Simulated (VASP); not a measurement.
# CaO (R-3m) in VASP: notebook, part 3 of 3

VASP 6.6.1.

### Step 6. Single point, r2SCAN

This run uses another cell than the first one, of the same volume but with other edges.

The input, POSCAR:

```
CaO
1.0
    0.9575892433      3.0095661933      3.0095661933
    3.0095661933      0.9575892433      3.0095661933
    3.0095661933      3.0095661933      0.9575892433
Ca O
1 1
Direct
    0.0000000000      0.0000000000      0.0000000000
    0.5000000000      0.5000000000      0.5000000000
```

The input, INCAR.step1:

```
SYSTEM = CaO
  PREC = Accurate
  ENCUT = 520
  ISMEAR = 0
  SIGMA = 0.05
  LREAL = .False.
  LASPH = .True.
  NELM = 100
  NBANDS = 15
  GGA = PE
  ALGO = Normal
  EDIFF = 1E-4
  LWAVE = .True.
  LCHARG = .False.
```

The input, INCAR.step2:

```
SYSTEM = CaO
  PREC = Accurate
  ENCUT = 520
  EDIFF = 1E-7
  ISMEAR = 0
  SIGMA = 0.05
  LREAL = .False.
  LASPH = .True.
  NELM = 100
  ALGO = Normal
  ISIF = 2
  LWAVE = .False.
  LCHARG = .False.
  METAGGA = R2SCAN
  LMIXTAU = .True.
  NBANDS = 15
  ISTART = 1
```

The input, KPOINTS:

```
regular mesh
0
Gamma
  10 10 10
  0 0 0
```

Potentials or basis: VASP PAW PBE potentials, release 64 (Ca_sv, O).

On the command line:

```bash
cat potpaw_PBE.64/Ca_sv/POTCAR potpaw_PBE.64/O/POTCAR > POTCAR
cp INCAR.step1 INCAR
mpirun -np 1 vasp_std > vasp.out
cp INCAR.step2 INCAR
mpirun -np 1 vasp_std > vasp.out
```

OUTCAR:

```text
SYSTEM = CaO
   PREC = Accurate
   ENCUT = 520
   EDIFF = 1E-7
   ISMEAR = 0
   LREAL = .False.
   LASPH = .True.
   NELM = 100
   ISIF = 2
   METAGGA = R2SCAN
   ISTART = 1

 ion  position               nearest neighbor table
   1  0.000  0.000  0.000-
   2  0.500  0.500  0.500-

  LATTYP: Found a trigonal (rhomboedric) cell.
 ALAT       =     4.3625628365
 COS(alpha) =     0.7787610619

  Lattice vectors:

 A1 = (   0.9575892433,   3.0095661933,   3.0095661933)
[... 615 lines left out ...]

 [... further k-points ...]

------------------------ aborting loop because EDIFF is reached ----------------------------------------

  FORCE on cell =-STRESS in cart. coord.  units (eV):
  Direction    XX          YY          ZZ          XY          YZ          ZX
  --------------------------------------------------------------------------------------
  -------------------------------------------------------------------------------------
  Total       -1.1420458     -1.1420458     -1.1420458     -7.9639953     -7.9639953     -7.9639953
  in kB      -62.2870467    -62.2870467    -62.2870467   -434.3553998   -434.3553998   -434.3553998
  external PRESSURE =     -62.2870467 kB  Pullay stress =       0.0000000 kB

 VOLUME and BASIS-vectors are now :
 -----------------------------------------------------------------------------
  energy-cutoff  :      520.00
  volume of cell :       29.38
      direct lattice vectors                 reciprocal lattice vectors
     0.957589243  3.009566193  3.009566193    -0.277112007  0.210222902  0.210222902
     3.009566193  0.957589243  3.009566193     0.210222902 -0.277112007  0.210222902
     3.009566193  3.009566193  0.957589243     0.210222902  0.210222902 -0.277112007

 POSITION                                       TOTAL-FORCE (eV/Angst)
 -----------------------------------------------------------------------------------
      0.00000      0.00000      0.00000         0.000000     -0.000000      0.000000
      3.48836      3.48836      3.48836        -0.000000      0.000000     -0.000000
 -----------------------------------------------------------------------------------
    total drift:                                0.000000     -0.000000     -0.000000

  FREE ENERGIE OF THE ION-ELECTRON SYSTEM (eV)
  ---------------------------------------------------
  free  energy   TOTEN  =       -15.3967153984 eV

  energy  without entropy=      -15.3960786246  energy(sigma->0) =      -15.39639701
```

OUTCAR.step1:

```text
SYSTEM = CaO
   PREC = Accurate
   ENCUT = 520
   ISMEAR = 0
   LREAL = .False.
   LASPH = .True.
[... 654 lines left out ...]
      0.00000      0.00000      0.00000         0.000000     -0.000000      0.000000
      3.48836      3.48836      3.48836        -0.000000      0.000000     -0.000000
 -----------------------------------------------------------------------------------
    total drift:                                0.000000     -0.000000     -0.000000

  FREE ENERGIE OF THE ION-ELECTRON SYSTEM (eV)
  ---------------------------------------------------
  free  energy   TOTEN  =        -8.9970130888 eV

  energy  without entropy=       -8.9955421568  energy(sigma->0) =       -8.99627762
```

OSZICAR.step1:

```text
N       E                     dE             d eps       ncg     rms          rms(c)
DAV:   1     0.124143896592E+03    0.12414E+03   -0.83177E+03  3480   0.108E+03
DAV:   2    -0.599864928530E+01   -0.13014E+03   -0.12027E+03  4453   0.286E+02
DAV:   3    -0.108799349293E+02   -0.48813E+01   -0.48393E+01  3959   0.569E+01
DAV:   4    -0.110219961998E+02   -0.14206E+00   -0.14194E+00  5016   0.842E+00
DAV:   5    -0.110234080454E+02   -0.14118E-02   -0.14118E-02  4015   0.760E-01    0.884E+00
DAV:   6    -0.964841514442E+01    0.13750E+01   -0.54526E+00  4334   0.200E+01    0.790E+00
DAV:   7    -0.925885219064E+01    0.38956E+00   -0.16216E+00  4338   0.118E+01    0.322E+00
DAV:   8    -0.909508944810E+01    0.16376E+00   -0.10483E-01  4138   0.327E+00    0.210E+00
DAV:   9    -0.900409434643E+01    0.90995E-01   -0.70035E-02  5654   0.280E+00    0.855E-01
DAV:  10    -0.899669383244E+01    0.74005E-02   -0.14839E-02  3858   0.121E+00    0.177E-01
DAV:  11    -0.899763486178E+01   -0.94103E-03   -0.10979E-03  4583   0.329E-01    0.187E-01
DAV:  12    -0.899702081503E+01    0.61405E-03   -0.44076E-04  4387   0.222E-01    0.393E-02
DAV:  13    -0.899701308880E+01    0.77262E-05   -0.33725E-05  2160   0.536E-02
   1 F= -.89970131E+01 E0= -.89962776E+01  d E =-.147093E-02
```

Wall time 98 s (1 thread of Intel Xeon 6975P-C (Granite Rapids), shared host); peak memory 0.21 GiB.

What came out:

```
Free energy            : -15.3967 eV
Pressure               : -6.2 GPa
Band gap on the k mesh : zero (bands 8 and 9 overlap by 0.41 eV)
```

Levels at points of the mesh, in eV from the Fermi level:
| k point | band 4 | band 5 | band 6 | band 7 | band 8 | band 9 | band 10 | band 11 | band 12 | band 13 |
| --- | --- | --- | --- | --- | --- | --- | --- | --- | --- | --- |
| (0.00, 0.00, 0.00) | -22.90 | -17.68 | -2.69 | -0.79 | 0.16 | 0.16 | 3.18 | 3.18 | 5.22 | 6.36 |
| (0.50, 0.00, 0.00) | -22.73 | -16.72 | -3.70 | -3.57 | -0.80 | 0.72 | 5.51 | 6.37 | 6.44 | 7.16 |
| (0.50, 0.50, 0.00) | -22.74 | -16.95 | -2.91 | -2.19 | -0.44 | -0.25 | 2.84 | 5.61 | 5.93 | 7.30 |
| (0.50, 0.50, 0.50) | -22.90 | -17.19 | -4.54 | -0.16 | -0.16 | 1.06 | 3.57 | 3.57 | 6.74 | 6.74 |

Caveat: the cell stands under tension; semilocal functionals underestimate gaps, so a narrow gap can read as zero; the PAW data sets were made with another functional, which shifts forces and pressure a little.

### Step 7. Summary

| cell | gap on the mesh (eV) | pressure (GPa) |
| --- | --- | --- |
| a = 3.978 Å, angles 45.7°, 2 atoms | 1.60 | -7.8 |
| a = 3.109 Å, angles 82.7°, 2 atoms | 3.66 | -12.7 |
| a = 3.301 Å, angles 67.3°, 2 atoms | 3.77 | -6.6 |
| a = 3.707 Å, angles 52.2°, 2 atoms | 3.55 | -6.6 |
| a = 4.363 Å, angles 38.9°, 2 atoms | none | -6.2 |

Alike in all rows: task single point; level r2SCAN; potentials or basis VASP PAW PBE potentials, release 64 (Ca_sv, O); no spin polarisation; k mesh 10 × 10 × 10; cutoff (eV) 520; smearing gaussian 0.05 eV.

Caveats: the cell stands under tension; the PAW data sets were made with another functional, which shifts forces and pressure a little; semilocal functionals underestimate gaps, so a narrow gap can read as zero (at least some runs).

Total energies depend on the potentials used, so only differences within one code and one set of settings carry meaning.
